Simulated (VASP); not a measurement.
# Al (Pm-3m) in VASP: notebook, part 2 of 2

VASP 6.6.1.

## 4. Single point, PBE (volume scaled by 0.52)

Input file INCAR:

```
PREC     = Accurate       # precision mode
ENCUT    = 520            # plane-wave cutoff, eV
EDIFF    = 1E-6           # SCF threshold, eV
ISMEAR   = -1             # smearing method
SIGMA    = 0.08           # smearing width, eV
LREAL    = F              # projectors in reciprocal space
LASPH    = T              # aspherical terms in the spheres
NELM     = 80             # most SCF steps
ALGO     = Normal         # electronic algorithm
ISIF     = 2              # what is computed and relaxed
LWAVE    = F              # write WAVECAR
LCHARG   = F              # write CHGCAR
GGA      = PE             # functional
NBANDS   = 8              # bands
```

Input file KPOINTS:

```
regular mesh
0
Gamma
  16 16 16
```

Input file POSCAR:

```
Al
1.0
    2.1891474011      0.0000000000      0.0000000000
    0.0000000000      2.1891474011      0.0000000000
    0.0000000000      0.0000000000      2.1891474011
Al
1
Direct
    0.0000000000      0.0000000000      0.0000000000
```

Potentials or basis: VASP PAW PBE potentials, release 64 (Al).

Command:

```sh
> cat potpaw_PBE.64/Al/POTCAR > POTCAR
> mpirun -np 1 vasp_std > vasp.out
```

OUTCAR:

```text
PREC = Accurate
   ENCUT = 520
   EDIFF = 1E-6
   ISMEAR = -1
   LREAL = F
   LASPH = T
   NELM = 80
   ISIF = 2
   GGA = PE

 ion  position               nearest neighbor table
   1  0.000  0.000  0.000-

  LATTYP: Found a simple cubic cell.
 ALAT       =     2.1891474011

  Lattice vectors:

 A1 = (   2.1891474011,   0.0000000000,   0.0000000000)
 A2 = (   0.0000000000,   2.1891474011,   0.0000000000)
 A3 = (   0.0000000000,   0.0000000000,   2.1891474011)

Analysis of symmetry for initial positions (statically):
=====================================================================
 Subroutine PRICEL returns:
 Original cell was already a primitive cell.

 Routine SETGRP: Setting up the symmetry group for a
 simple cubic supercell.

 Subroutine GETGRP returns: Found 48 space group operations
 (whereof 48 operations were pure point group operations)
 out of a pool of 48 trial point group operations.

The static configuration has the point symmetry O_h .

Analysis of symmetry for dynamics (positions and initial velocities):
=====================================================================
 Subroutine PRICEL returns:
 Original cell was already a primitive cell.

 Routine SETGRP: Setting up the symmetry group for a
 simple cubic supercell.

 Subroutine GETGRP returns: Found 48 space group operations
 (whereof 48 operations were pure point group operations)
 out of a pool of 48 trial point group operations.

The dynamic configuration has the point symmetry O_h .

 Subroutine INISYM returns: Found 48 space group operations
 (whereof 48 operations are pure point group operations),
 and found     1 'primitive' translations

----------------------------------------------------------------------------------------

                                     Primitive cell

  volume of cell :      10.4912

  direct lattice vectors                    reciprocal lattice vectors
     2.189147401  0.000000000  0.000000000     0.456798843  0.000000000  0.000000000
[... 106 lines left out ...]
  Fermi-wavevector in a.u.,A,eV,Ry     =   1.078550  2.038164 15.827248  1.163270
  Thomas-Fermi vector in A             =   2.214491
   LORBIT       =      0    0 simple, 1 ext, 2 COOP (PROOUT), +10 PAW based schemes
   GGA     = PE    functional components
   LHFCALC =     F    Hartree Fock is set to
   AEXX    =    0.0000 exact exchange contribution
   IVDW    =     0    specifies the selected vdW correction
   LEPSILON=     F    determine dielectric tensor
   LRPA    =     F    only Hartree local field effects (RPA)
 non-spin polarized calculation
  energy-cutoff  :      520.00
  volume of cell :       10.49
 maximum number of plane-waves:       300
   NGX =  9   NGY =  9   NGZ =  9

 number of electron       3.0000000 magnetization

 Free energy of the ion-electron system (eV)
  ---------------------------------------------------
  ext. energy  EPLUGINS =         0.00000000
  ---------------------------------------------------
  free energy    TOTEN  =        -0.93188584 eV

  energy without entropy =       -0.92554471  energy(sigma->0) =       -0.92871528

 E-fermi :  13.2758     XC(G=0): -11.9395

 val. band max:       13.1543957201   @ k =   0.4375   0.4375   0.1250
 cond. band min:      13.3035695780   @ k =   0.5000   0.5000   0.0000
 fundamental gap:      0.1491738579
 Fermi energy:        13.2758085055

 k-point     1 :       0.0000    0.0000    0.0000
  band No.  band energies     occupation
      1      -0.9530      2.00000
      2      22.8305      0.00000
      3      22.8305      0.00000
      4      28.4329      0.00000
      5      28.4329      0.00000
      6      28.4329      0.00000
      7      38.7479      0.00000
      8      48.4227      0.00000
[... 243 lines left out ...]
 k-point    24 :       0.5000    0.1250    0.0000
  band No.  band energies     occupation
      1       6.4720      2.00000
      2       7.3592      2.00000
      3      25.4723      0.00000
      4      27.4207      0.00000
      5      32.8144      0.00000
      6      35.8183      0.00000
      7      36.3436      0.00000
      8      37.2703      0.00000

 [... further k-points ...]

------------------------ aborting loop because EDIFF is reached ----------------------------------------

  FORCE on cell =-STRESS in cart. coord.  units (eV):
  Direction    XX          YY          ZZ          XY          YZ          ZX
  --------------------------------------------------------------------------------------
  -------------------------------------------------------------------------------------
  Total        9.0549822      9.0549822      9.0549822     -0.0000000      0.0000000     -0.0000000
  in kB     1382.8439341   1382.8439341   1382.8439341     -0.0000000      0.0000000     -0.0000000
  external PRESSURE =    1382.8439341 kB  Pullay stress =       0.0000000 kB

 VOLUME and BASIS-vectors are now :
 -----------------------------------------------------------------------------
  energy-cutoff  :      520.00
  volume of cell :       10.49
      direct lattice vectors                 reciprocal lattice vectors
     2.189147401  0.000000000  0.000000000     0.456798843  0.000000000  0.000000000
     0.000000000  2.189147401  0.000000000     0.000000000  0.456798843  0.000000000
     0.000000000  0.000000000  2.189147401     0.000000000  0.000000000  0.456798843

 POSITION                                       TOTAL-FORCE (eV/Angst)
 -----------------------------------------------------------------------------------
      0.00000      0.00000      0.00000         0.000000      0.000000      0.000000
 -----------------------------------------------------------------------------------
    total drift:                               -0.000000     -0.000000      0.000000

  FREE ENERGIE OF THE ION-ELECTRON SYSTEM (eV)
  ---------------------------------------------------
  free  energy   TOTEN  =        -0.9318858441 eV

  energy  without entropy=       -0.9255447131  energy(sigma->0) =       -0.92871528
```

OSZICAR:

```text
N       E                     dE             d eps       ncg     rms          rms(c)
DAV:   1     0.875359957902E+00    0.87536E+00   -0.10223E+03  2672   0.217E+02
DAV:   2    -0.998561584752E+00   -0.18739E+01   -0.18242E+01  3720   0.229E+01
DAV:   3    -0.100476178906E+01   -0.62002E-02   -0.61985E-02  3264   0.151E+00
DAV:   4    -0.100477582900E+01   -0.14040E-04   -0.14039E-04  3888   0.561E-02
DAV:   5    -0.100477587453E+01   -0.45524E-07   -0.45402E-07  3240   0.197E-03    0.259E+00
DAV:   6    -0.958953739537E+00    0.45822E-01   -0.16652E-03  3624   0.289E-01    0.149E+00
DAV:   7    -0.931925927648E+00    0.27028E-01   -0.52027E-03  3336   0.493E-01    0.339E-01
DAV:   8    -0.931917662360E+00    0.82653E-05   -0.16042E-05  3512   0.303E-02    0.262E-01
DAV:   9    -0.931884964647E+00    0.32698E-04   -0.44046E-05  3872   0.264E-02    0.595E-03
DAV:  10    -0.931885844142E+00   -0.87949E-06   -0.40287E-07  2760   0.447E-03
   1 F= -.93188584E+00 E0= -.92871528E+00  d E =-.634113E-02
```

stdout:

```text
POSCAR found type information on POSCAR Al
 POSCAR found :  1 types and       1 ions
 scaLAPACK will be used
 LDA part: xc-table for (Slater+PW92), standard interpolation
 POSCAR, INCAR and KPOINTS ok, starting setup
 FFT: planning ... GRIDC
 FFT: planning ... GRID_SOFT
 FFT: planning ... GRID
 WAVECAR not read
 entering main loop
```

It took 2.2 s on 1 thread of Intel Xeon 6975P-C (Granite Rapids), shared host; peak memory 0.11 GiB.

Results:

| Item | Value |
| --- | --- |
| Free energy | -0.9319 eV |
| Pressure | 138.3 GPa |
